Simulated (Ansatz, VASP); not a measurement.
CuO in VASP and in Ansatz

The input POSCAR:

```
CuO
1.0
    2.3446497600     -1.7133998200      0.0000000000
    2.3446497600      1.7133998200      0.0000000000
   -0.8605499100      0.0000000000      5.0594394800
Cu O
2 2
Direct
    0.0032000000      0.4968000000      0.0000000000
    0.4968000000      0.0032000000      0.5000000000
    0.5714000000      0.4056000000      0.2537000000
    0.4056000000      0.5714000000      0.7537000000
```

File INCAR.step1:

```
ALGO     = Normal         # electronic algorithm
EDIFF    = 1E-4           # SCF threshold, eV
ENCUT    = 520            # plane-wave cutoff, eV
GGA      = PE             # functional
ISMEAR   = 0              # smearing method
ISPIN    = 2              # spin polarisation
LASPH    = T              # aspherical terms in the spheres
LCHARG   = F              # write CHGCAR
LDAU     = T              # DFT+U
LDAUJ    = 0 0          
LDAUL    = 2 -1           # shell
LDAUTYPE = 2            
LDAUU    = 2.5 0          # U, eV
LMAXMIX  = 4              # l up to which the mixer works
LREAL    = F              # projectors in reciprocal space
LWAVE    = T              # write WAVECAR
MAGMOM   = 1 -1 0 0       # initial moments
NBANDS   = 29             # bands
NELM     = 150            # most SCF steps
PREC     = Accurate       # precision mode
SIGMA    = 0.05           # smearing width, eV
```

The input INCAR.step2:

```
ALGO     = Normal         # electronic algorithm
EDIFF    = 1E-6           # SCF threshold, eV
ENCUT    = 520            # plane-wave cutoff, eV
ISIF     = 2              # what is computed and relaxed
ISMEAR   = 0              # smearing method
ISPIN    = 2              # spin polarisation
ISTART   = 1            
LASPH    = T              # aspherical terms in the spheres
LCHARG   = F              # write CHGCAR
LDAU     = T              # DFT+U
LDAUJ    = 0 0          
LDAUL    = 2 -1           # shell
LDAUPRINT= 1            
LDAUTYPE = 2            
LDAUU    = 2.5 0          # U, eV
LMAXMIX  = 4              # l up to which the mixer works
LMIXTAU  = T            
LORBIT   = 11             # projections on sites
LREAL    = F              # projectors in reciprocal space
LWAVE    = F              # write WAVECAR
MAGMOM   = 1 -1 0 0       # initial moments
METAGGA  = R2SCAN         # meta-GGA
NBANDS   = 29             # bands
NELM     = 150            # most SCF steps
PREC     = Accurate       # precision mode
SIGMA    = 0.05           # smearing width, eV
```

The input KPOINTS:

```
k-points
0
Gamma
  7 7 4
```

Input for Ansatz:

```yaml
crystal:
  lattice:
    - [2.34464976, -1.71339982, 0.0]
    - [2.34464976, 1.71339982, 0.0]
    - [-0.86054991, 0.0, 5.05943948]
  atoms:
    - { symbol: Cu, position: [0.0032, 0.4968, 0.0], spin: 1.0 }
    - { symbol: Cu, position: [0.4968, 0.0032, 0.5], spin: -1.0 }
    - { symbol: O, position: [0.5714, 0.4056, 0.2537] }
    - { symbol: O, position: [0.4056, 0.5714, 0.7537] }
basis:
  ecutwfc: 500
  ecutrho_ratio: 4
kpoints:
  mp_grid: { grid: [7, 7, 4] }
hamiltonian:
  xc: r2scan
  hubbard:
    sites: [{ site: 0, l: d, u_eff: 2.5 }, { site: 1, l: d, u_eff: 2.5 }]
scf:
  occupations: { method: gaussian, width: 0.05 }
  lower_state_search: "off"
  max_iter: 150
output:
  forces: true
  stress: true
  eigenvalues: true
  populations: true
  hubbard: { sites: [{ site: 0, l: d }, { site: 1, l: d }] }
magnetization:
  spin_polarized: true
```

Alike in both runs: task single point; functional r2SCAN; k mesh 7 × 7 × 4; occupations gaussian, width 0.05 eV; collinear spin; Hubbard terms Cu d U = 2.5 eV.

|  | VASP | Ansatz |
| --- | --- | --- |
| version | VASP 6.6.1 | Ansatz 0.2.0 |
| potentials or method | VASP PAW PBE potentials, release 64 (Cu, O), cutoff 520 eV | scalar-relativistic, plane waves, PAW |
| valence electrons in the cell | 34 | 50 |

Ansatz gave:

- gap on the k mesh at the Fermi level (eV): 0.89
- least direct gap on the mesh (eV): 1.13
- pressure (GPa): 0.2
- traceless stress, the component that is largest in VASP (GPa): -0.98
- rms of the force components (eV/Å): 0.448
- net moment per atom (μB): 0.00
- size of the moment on the site where the two differ most (μB): 0.62

Q: Estimate VASP's values.

A: gap on the k mesh at the Fermi level (eV): 1.02; least direct gap on the mesh (eV): 1.25; pressure (GPa): -1.2; traceless stress, the component that is largest in VASP (GPa): -0.85; rms of the force components (eV/Å): 0.434; net moment per atom (μB): 0.00; size of the moment on the site where the two differ most (μB): 0.62.

VASP's potentials were made for PBE, not for r2SCAN. Site moments also hang on the region over which each program counts them. The programs project onto different local orbitals, so the same U acts differently, and such runs can settle in different states. Atom by atom the forces differ by 0.017 eV/Å (rms over components). VASP's potentials hold 34 valence electrons a cell and Ansatz's 50, so a difference there can come from the potentials and not from the codes. Ansatz's warnings: stability check not made.
